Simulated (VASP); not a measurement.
# Pt (I4/mmm) in VASP: notebook

The runs below take Pt through single point, with PBEsol.

Everything below comes from runs of VASP 6.6.1. Logs are shortened: lines on timing, memory, paths and dates and some standing lists are left out, and cuts for length are marked.

## 1. The cell of the first run

The structure is tetragonal, space group I4/mmm (No. 139). The conventional cell has a = 2.630 Å, b = 2.630 Å, c = 3.916 Å, α = 90.00°, β = 90.00°, γ = 90.00°. Within 3.5 Å of Pt (site symmetry 4/mmm) lie 12 Pt at 2.63 to 2.70 Å.

## 2. Single point, PBEsol (strain -0.0500 x Voigt [1, 1, 0, 0, 0, 0])

File INCAR:

```
SYSTEM = Pt
PREC     = Accurate       ! precision mode
ENCUT    = 520            ! plane-wave cutoff, eV
EDIFF    = 1E-6           ! SCF threshold, eV
ISMEAR   = 0              ! smearing method
SIGMA    = 0.15           ! smearing width, eV
LREAL    = .False.        ! projectors in reciprocal space
LASPH    = .True.         ! aspherical terms in the spheres
NELM     = 100            ! most SCF steps
ALGO     = Fast           ! electronic algorithm
ISIF     = 2              ! what is computed and relaxed
LWAVE    = .False.        ! write WAVECAR
LCHARG   = .False.        ! write CHGCAR
GGA      = PS             ! functional
NBANDS   = 11             ! bands
```

File KPOINTS:

```
regular mesh
0
Gamma
  20 20 20
  0 0 0
```

File POSCAR:

```
Pt
1.0
    0.0000000000      1.8600050000      1.9579000000
    1.8600050000      0.0000000000      1.9579000000
    1.8600050000      1.8600050000      0.0000000000
Pt
1
Direct
    0.0000000000      0.0000000000      0.0000000000
```

Potentials or basis: VASP PAW PBE potentials, release 64 (Pt).

Started as:

```bash
$ cat potpaw_PBE.64/Pt/POTCAR > POTCAR
$ mpirun -np 1 vasp_std > vasp.out
```

OUTCAR:

```text
SYSTEM = Pt
   PREC = Accurate
   ENCUT = 520
   EDIFF = 1E-6
   ISMEAR = 0
   LREAL = .False.
   LASPH = .True.
   NELM = 100
   ISIF = 2
   GGA = PS

 ion  position               nearest neighbor table
   1  0.000  0.000  0.000-

  LATTYP: Found a body centered tetragonal cell.
 ALAT       =     2.6304442971
 C/A-ratio  =     1.4886458551

  Lattice vectors:

 A1 = (  -1.8600050000,   0.0000000000,   1.9579000000)
 A2 = (   1.8600050000,   0.0000000000,   1.9579000000)
 A3 = (   0.0000000000,   1.8600050000,  -1.9579000000)

Analysis of symmetry for initial positions (statically):
=====================================================================
 Subroutine PRICEL returns:
 Original cell was already a primitive cell.

 Routine SETGRP: Setting up the symmetry group for a
 body centered tetragonal supercell.

 Subroutine GETGRP returns: Found 16 space group operations
 (whereof 16 operations were pure point group operations)
 out of a pool of 16 trial point group operations.

The static configuration has the point symmetry D_4h.

Analysis of symmetry for dynamics (positions and initial velocities):
=====================================================================
 Subroutine PRICEL returns:
 Original cell was already a primitive cell.

 Routine SETGRP: Setting up the symmetry group for a
 body centered tetragonal supercell.

 Subroutine GETGRP returns: Found 16 space group operations
 (whereof 16 operations were pure point group operations)
 out of a pool of 16 trial point group operations.

The dynamic configuration has the point symmetry D_4h.

 Subroutine INISYM returns: Found 16 space group operations
 (whereof 16 operations are pure point group operations),
 and found     1 'primitive' translations

----------------------------------------------------------------------------------------

                                     Primitive cell

  volume of cell :      13.5472

  direct lattice vectors                    reciprocal lattice vectors
     0.000000000  1.860005000  1.957900000    -0.268816482  0.268816482  0.255375658
     1.860005000  0.000000000  1.957900000     0.268816482 -0.268816482  0.255375658
     1.860005000  1.860005000  0.000000000     0.268816482  0.268816482 -0.255375658

  length of vectors
     2.700553834  2.700553834  2.630444297     0.457975248  0.457975248  0.457975248

  position of ions in fractional coordinates (direct lattice)
     0.000000000  0.000000000  0.000000000

  ion indices of the primitive-cell ions
   primitive index   ion index
                 1           1
[... 80 lines left out ...]
   POTIM  = 0.5000    time-step for ionic-motion
   TEBEG  =    0.0;   TEEND  =   0.0 temperature during run
   PSTRESS=    0.0 pullay stress
   NELECT =      10.0000    total number of electrons
   NUPDOWN=      -1.0000    fix difference up-down
   EMIN   =  10.00;   EMAX   =-10.00  energy-range for DOS
   EFERMI =   0.00;   METHOD = LEGACY
   ISMEAR =     0;   SIGMA  =   0.15  broadening in eV -4-tet -1-fermi 0-gaus
   EFERMI_NEDOS =   21; number of points for ismear=-14 and -15
   IALGO  =     68    algorithm
   IMIX   =      4    mixing-type and parameters
     AMIX     =   0.40;   BMIX     =  1.00
     AMIX_MAG =   1.60;   BMIX_MAG =  1.00
  volume/ion in A,a.u.               =      13.55        91.42
  Fermi-wavevector in a.u.,A,eV,Ry     =   1.479535  2.795916 29.783479  2.189024
  Thomas-Fermi vector in A             =   2.593681
   LORBIT       =      0    0 simple, 1 ext, 2 COOP (PROOUT), +10 PAW based schemes
   GGA     = PS    functional components
   LHFCALC =     F    Hartree Fock is set to
   AEXX    =    0.0000 exact exchange contribution
   IVDW    =     0    specifies the selected vdW correction
   LEPSILON=     F    determine dielectric tensor
   LRPA    =     F    only Hartree local field effects (RPA)
 non-spin polarized calculation
 RMM-DIIS sequential band-by-band and
 Gauss-broadening in eV      SIGMA  =   0.15
  energy-cutoff  :      520.00
  volume of cell :       13.55
 maximum number of plane-waves:       377
   NGX =  9   NGY =  9   NGZ =  9

 number of electron      10.0000000 magnetization

 Free energy of the ion-electron system (eV)
  ---------------------------------------------------
  ext. energy  EPLUGINS =         0.00000000
  ---------------------------------------------------
  free energy    TOTEN  =        -6.79748436 eV

  energy without entropy =       -6.78072779  energy(sigma->0) =       -6.78910607

 E-fermi :  13.2925     XC(G=0): -14.2686

 val. band max:       13.2913221288   @ k =   0.4500   0.1500   0.0000
 cond. band min:      13.3004511665   @ k =   0.5000   0.1500   0.0000
 fundamental gap:      0.0091290376
 Fermi energy:        13.2925301351

 k-point     1 :       0.0000    0.0000    0.0000
  band No.  band energies     occupation
      1       1.7235      2.00000
      2       8.3048      2.00000
      3       9.0248      2.00000
      4       9.0248      2.00000
      5      10.9054      2.00000
      6      11.7844      2.00000
      7      27.5826      0.00000
      8      32.0959      0.00000
      9      33.6530      0.00000
     10      33.6530      0.00000
     11      38.8937      0.00000
[... 309 lines left out ...]
 k-point    24 :      -0.3500    0.0500    0.0000
  band No.  band energies     occupation
      1       4.7971      2.00000
      2       8.5167      2.00000
      3       9.2864      2.00000
      4       9.8178      2.00000
      5      12.3164      2.00000
      6      13.2374      1.39672
      7      23.1259      0.00000
      8      28.2030      0.00000
      9      33.5722      0.00000
     10      35.7825      0.00000
     11      39.0586      0.00000

 [... further k-points ...]

------------------------ aborting loop because EDIFF is reached ----------------------------------------

  FORCE on cell =-STRESS in cart. coord.  units (eV):
  Direction    XX          YY          ZZ          XY          YZ          ZX
  --------------------------------------------------------------------------------------
  -------------------------------------------------------------------------------------
  Total        3.6602483      3.6602483      2.8361217      0.0000000      0.0000000     -0.0000000
  in kB      432.8848642    432.8848642    335.4182727      0.0000000      0.0000000     -0.0000000
  external PRESSURE =     400.3960004 kB  Pullay stress =       0.0000000 kB

 VOLUME and BASIS-vectors are now :
 -----------------------------------------------------------------------------
  energy-cutoff  :      520.00
  volume of cell :       13.55
      direct lattice vectors                 reciprocal lattice vectors
     0.000000000  1.860005000  1.957900000    -0.268816482  0.268816482  0.255375658
     1.860005000  0.000000000  1.957900000     0.268816482 -0.268816482  0.255375658
     1.860005000  1.860005000  0.000000000     0.268816482  0.268816482 -0.255375658

 POSITION                                       TOTAL-FORCE (eV/Angst)
 -----------------------------------------------------------------------------------
      0.00000      0.00000      0.00000         0.000000      0.000000     -0.000000
 -----------------------------------------------------------------------------------
    total drift:                               -0.000000      0.000000      0.000000

  FREE ENERGIE OF THE ION-ELECTRON SYSTEM (eV)
  ---------------------------------------------------
  free  energy   TOTEN  =        -6.7974843563 eV

  energy  without entropy=       -6.7807277904  energy(sigma->0) =       -6.78910607
```

Wall time 77 s (1 thread of Intel Xeon Platinum 8259CL at 2.50GHz (Skylake/Cascade Lake), shared host); peak memory 0.21 GiB.

Results:

- Free energy: -6.7975 eV
- Pressure: 40.0 GPa
- Band gap on the k mesh: zero (bands 5 and 6 overlap by 3.01 eV)

Stress tensor (GPa, compression positive):
```
43.29  0.00  0.00
 0.00 43.29  0.00
 0.00  0.00 33.54
```

Caveat: the cell differs from its parent crystal (strain -0.0500 x Voigt [1, 1, 0, 0, 0, 0]); the cell stands under pressure; the PAW data sets were made with another functional, which shifts forces and pressure a little; spin-orbit coupling is left out, which moves the levels of the heavy elements.

## 3. Single point, PBEsol (strain -0.0250 x Voigt [1, 1, 0, 0, 0, 0])

File INCAR:

```
PREC = Accurate ; ENCUT = 520
EDIFF = 1E-6 ; ISMEAR = 0
SIGMA = 0.15 ; LREAL = False
LASPH = True ; NELM = 60
ALGO = Normal ; ISIF = 2
LWAVE = False ; LCHARG = False
GGA = PS ; NBANDS = 11
```

File KPOINTS:

```
Automatic mesh
0
Gamma
  20 20 20
```

File POSCAR:

```
Pt
1.0
    0.0000000000      1.9089525000      1.9579000000
    1.9089525000      0.0000000000      1.9579000000
    1.9089525000      1.9089525000      0.0000000000
Pt
1
Direct
    0.0000000000      0.0000000000      0.0000000000
```

Potentials or basis: VASP PAW PBE potentials, release 64 (Pt).

Started as:

```bash
$ cat potpaw_PBE.64/Pt/POTCAR > POTCAR
$ mpirun -np 1 vasp_std > vasp.out
```

OUTCAR:

```text
PREC = Accurate
   ENCUT = 520
   EDIFF = 1E-6
   ISMEAR = 0
   LREAL = False
   LASPH = True
   NELM = 60
   ISIF = 2
   GGA = PS

 ion  position               nearest neighbor table
   1  0.000  0.000  0.000-

  LATTYP: Found a body centered tetragonal cell.
 ALAT       =     2.6996665154
 C/A-ratio  =     1.4504754486

  Lattice vectors:

 A1 = (  -1.9089525000,   0.0000000000,   1.9579000000)
 A2 = (   1.9089525000,   0.0000000000,   1.9579000000)
 A3 = (   0.0000000000,   1.9089525000,  -1.9579000000)

Analysis of symmetry for initial positions (statically):
=====================================================================
 Subroutine PRICEL returns:
 Original cell was already a primitive cell.

 Routine SETGRP: Setting up the symmetry group for a
 body centered tetragonal supercell.

 Subroutine GETGRP returns: Found 16 space group operations
 (whereof 16 operations were pure point group operations)
 out of a pool of 16 trial point group operations.

The static configuration has the point symmetry D_4h.

Analysis of symmetry for dynamics (positions and initial velocities):
[... 166 lines left out ...]
 k-point     1 :       0.0000    0.0000    0.0000
  band No.  band energies     occupation
      1       1.2584      2.00000
      2       7.8226      2.00000
      3       8.1491      2.00000
      4       8.1491      2.00000
      5      10.2212      2.00000
      6      10.6140      2.00000
      7      26.6556      0.00000
      8      31.4447      0.00000
      9      32.1628      0.00000
     10      32.1628      0.00000
     11      37.4397      0.00000
[... 309 lines left out ...]
 k-point    24 :      -0.3500    0.0500    0.0000
  band No.  band energies     occupation
      1       4.2709      2.00000
      2       7.9631      2.00000
      3       8.3647      2.00000
      4       9.0015      2.00000
      5      11.3201      2.00000
      6      12.1044      1.66054
      7      21.6529      0.00000
      8      27.2103      0.00000
      9      32.0893      0.00000
     10      34.0240      0.00000
     11      37.8345      0.00000

 [... further k-points ...]

------------------------ aborting loop because EDIFF is reached ----------------------------------------

  FORCE on cell =-STRESS in cart. coord.  units (eV):
  Direction    XX          YY          ZZ          XY          YZ          ZX
  --------------------------------------------------------------------------------------
  -------------------------------------------------------------------------------------
  Total        1.6311887      1.6311887      1.3072181      0.0000000      0.0000000     -0.0000000
  in kB      183.1487808    183.1487808    146.7735820      0.0000000      0.0000000     -0.0000000
  external PRESSURE =     171.0237146 kB  Pullay stress =       0.0000000 kB

 VOLUME and BASIS-vectors are now :
 -----------------------------------------------------------------------------
  energy-cutoff  :      520.00
  volume of cell :       14.27
      direct lattice vectors                 reciprocal lattice vectors
     0.000000000  1.908952500  1.957900000    -0.261923751  0.261923751  0.255375658
     1.908952500  0.000000000  1.957900000     0.261923751 -0.261923751  0.255375658
     1.908952500  1.908952500  0.000000000     0.261923751  0.261923751 -0.255375658

 POSITION                                       TOTAL-FORCE (eV/Angst)
 -----------------------------------------------------------------------------------
      0.00000      0.00000      0.00000         0.000000      0.000000      0.000000
 -----------------------------------------------------------------------------------
    total drift:                                0.000000      0.000000      0.000000

  FREE ENERGIE OF THE ION-ELECTRON SYSTEM (eV)
  ---------------------------------------------------
  free  energy   TOTEN  =        -6.9334362729 eV

  energy  without entropy=       -6.9154600371  energy(sigma->0) =       -6.92444816
```

OSZICAR:

```text
N       E                     dE             d eps       ncg     rms          rms(c)
DAV:   1     0.397188008281E+02    0.39719E+02   -0.54158E+03 14382   0.853E+02
DAV:   2    -0.677366979315E+01   -0.46492E+02   -0.44683E+02 16176   0.180E+02
DAV:   3    -0.737038096198E+01   -0.59671E+00   -0.59471E+00 16483   0.195E+01
DAV:   4    -0.737261152329E+01   -0.22306E-02   -0.22304E-02 16317   0.140E+00
DAV:   5    -0.737262786144E+01   -0.16338E-04   -0.16338E-04 16583   0.110E-01    0.157E+01
DAV:   6    -0.699024943223E+01    0.38238E+00   -0.79603E-01 15203   0.720E+00    0.810E+00
DAV:   7    -0.693821080853E+01    0.52039E-01   -0.17815E-01 16370   0.328E+00    0.264E+00
DAV:   8    -0.693367666763E+01    0.45341E-02   -0.82495E-03 15308   0.839E-01    0.641E-01
DAV:   9    -0.693343101435E+01    0.24565E-03   -0.18467E-04 15848   0.128E-01    0.241E-02
DAV:  10    -0.693343607169E+01   -0.50573E-05   -0.37054E-06 17793   0.133E-02    0.332E-03
DAV:  11    -0.693343627286E+01   -0.20117E-06   -0.46801E-08  8584   0.202E-03
   1 F= -.69334363E+01 E0= -.69244482E+01  d E =-.179762E-01
```

Wall time 58 s (1 thread of Intel Xeon Platinum 8259CL at 2.50GHz (Skylake/Cascade Lake), shared host); peak memory 0.21 GiB.

Results:

| Quantity | Value |
| --- | --- |
| Free energy | -6.9334 eV |
| Pressure | 17.1 GPa |
| Band gap on the k mesh | zero (bands 5 and 6 overlap by 2.60 eV) |

Caveat: the cell differs from its parent crystal (strain -0.0250 x Voigt [1, 1, 0, 0, 0, 0]); the cell stands under pressure; the PAW data sets were made with another functional, which shifts forces and pressure a little; spin-orbit coupling is left out, which moves the levels of the heavy elements.

## 4. Single point, PBEsol (strain +0.0250 x Voigt [1, 1, 0, 0, 0, 0])

File INCAR:

```
SYSTEM = Pt
ALGO = Normal
EDIFF = 1E-7
ENCUT = 520
GGA = PS
ISIF = 2
ISMEAR = 0
LASPH = .TRUE.
LCHARG = .FALSE.
LREAL = .FALSE.
LWAVE = .FALSE.
NBANDS = 11
NELM = 100
PREC = Accurate
SIGMA = 0.15
```

File KPOINTS:

```
k-points
0
G
  20 20 20
  0 0 0
```

File POSCAR:

```
Pt
1.0
    0.0000000000      2.0068475000      1.9579000000
    2.0068475000      0.0000000000      1.9579000000
    2.0068475000      2.0068475000      0.0000000000
Pt
1
Direct
    0.0000000000      0.0000000000      0.0000000000
```

Started as:

```bash
$ cat potpaw_PBE.64/Pt/POTCAR > POTCAR
$ mpirun -np 1 vasp_std > vasp.out
```

It took 62 s on 1 thread of Intel Xeon Platinum 8259CL at 2.50GHz (Skylake/Cascade Lake), shared host; peak memory 0.24 GiB.

Results (log left out):

```yaml
Free_energy: -6.9430 eV
Pressure: -12.3 GPa
Band_gap_on_the_k_mesh: zero (bands 5 and 6 overlap by 2.13 eV)
```

Stress tensor (GPa, compression positive):
```
-12.90   0.00   0.00
  0.00 -12.90   0.00
  0.00   0.00 -11.07
```

Levels at points of the mesh, in eV from the Fermi level:
```
           k point  band 3  band 4  band 5  band 6  band 7  band 8
(0.00, 0.00, 0.00)   -3.63   -3.36   -1.67   -1.36   14.74   19.24
(0.50, 0.00, 0.00)   -3.45   -0.37   -0.03    0.10    5.47   14.26
(0.50, 0.50, 0.00)    0.00    0.46    0.46    2.11    8.76   10.90
(0.50, 0.00, 0.50)    0.01    0.33    0.55    1.64    8.15   11.27
```

Caveat: the cell differs from its parent crystal (strain +0.0250 x Voigt [1, 1, 0, 0, 0, 0]); the cell stands under tension; the PAW data sets were made with another functional, which shifts forces and pressure a little; spin-orbit coupling is left out, which moves the levels of the heavy elements.

## 5. The runs side by side

| cell | gap on the mesh (eV) | pressure (GPa) |
| --- | --- | --- |
| a = 2.701, b = 2.701, c = 2.630 Å, angles 60.9, 60.9, 58.3°, 1 atom | none | 40.0 |
| a = 2.734, b = 2.734, c = 2.700 Å, angles 60.4, 60.4, 59.2°, 1 atom | none | 17.1 |
| a = 2.804, b = 2.804, c = 2.838 Å, angles 59.6, 59.6, 60.8°, 1 atom | none | -12.3 |

Alike in all rows: task single point; level PBEsol; potentials or basis VASP PAW PBE potentials, release 64 (Pt); no spin polarisation; k mesh 20 × 20 × 20; cutoff (eV) 520; smearing gaussian 0.15 eV.

Caveats: the PAW data sets were made with another functional, which shifts forces and pressure a little; spin-orbit coupling is left out, which moves the levels of the heavy elements; the cell stands under pressure (at least some runs); the cell stands under tension (at least some runs).

Absolute energies hang on the potentials; compare differences alone.
